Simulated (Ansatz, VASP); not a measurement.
**Ta: VASP beside Ansatz**

The input INCAR:

```
ALGO     = Fast           # electronic algorithm
EDIFF    = 1E-6           # SCF threshold, eV
EDIFFG   = -0.005         # ionic threshold
ENCUT    = 600            # plane-wave cutoff, eV
GGA      = PE             # functional
IBRION   = 2              # ionic algorithm
ISIF     = 3              # what is computed and relaxed
ISMEAR   = 0              # smearing method
LASPH    = T              # aspherical terms in the spheres
LCHARG   = F              # write CHGCAR
LREAL    = F              # projectors in reciprocal space
LWAVE    = F              # write WAVECAR
NELM     = 100            # most SCF steps
NSW      = 80             # ionic steps
PREC     = Accurate       # precision mode
SIGMA    = 0.1            # smearing width, eV
```

The input KPOINTS:

```
k-points
0
Gamma
  16 16 16
```

The input POSCAR:

```
Ta
1.0
   -1.6550000000      1.6550000000      1.6550000000
    1.6550000000     -1.6550000000      1.6550000000
    1.6550000000      1.6550000000     -1.6550000000
Ta
1
Direct
    0.0000000000      0.0000000000      0.0000000000
```

Input for Ansatz:

```yaml
crystal:
  lattice:
    - [-1.655, 1.655, 1.655]
    - [1.655, -1.655, 1.655]
    - [1.655, 1.655, -1.655]
  atoms:
    - { symbol: Ta, position: [0.0, 0.0, 0.0] }
scf:
  occupations: { method: gaussian, width: 0.1 }
output:
  forces: true
  stress: true
  eigenvalues: true
hamiltonian:
  xc: pbe
kpoints:
  mp_grid: { grid: [16, 16, 16] }
relax:
  f_tol: 0.005
  max_steps: 60
  cell: { stress_tol: 0.02 }
```

Alike in both runs: task relaxation of cell and atoms; functional PBE; k mesh 16 × 16 × 16; occupations gaussian, width 0.1 eV; no spin polarisation.

|  | VASP | Ansatz |
| --- | --- | --- |
| version | VASP 6.6.1 | Ansatz 0.2.0 |
| potentials or method | VASP PAW PBE potentials, release 64 (Ta_pv) | scalar-relativistic, plane waves, PAW |
| plane-wave cutoff (eV) | 600 | 420 |
| valence electrons in the cell | 11 | 13 |

Ansatz gave:

```
gap on the k mesh at the Fermi level, each at its own relaxed structure (eV) : none
relaxed volume (Å³/atom)                                                     : 18.31
relaxed cell length with the largest relative difference (Å)                 : 2.876
```

**Question.** What did VASP give for the same quantities?

**Answer.** gap on the k mesh at the Fermi level, each at its own relaxed structure (eV): none; relaxed volume (Å³/atom): 18.32; relaxed cell length with the largest relative difference (Å): 2.877.

A gap of «none» marks a metal or a gap that the smearing closes. VASP's potentials hold 11 valence electrons a cell and Ansatz's 13, so a difference there can come from the potentials and not from the codes.

Spin-orbit coupling is off throughout.
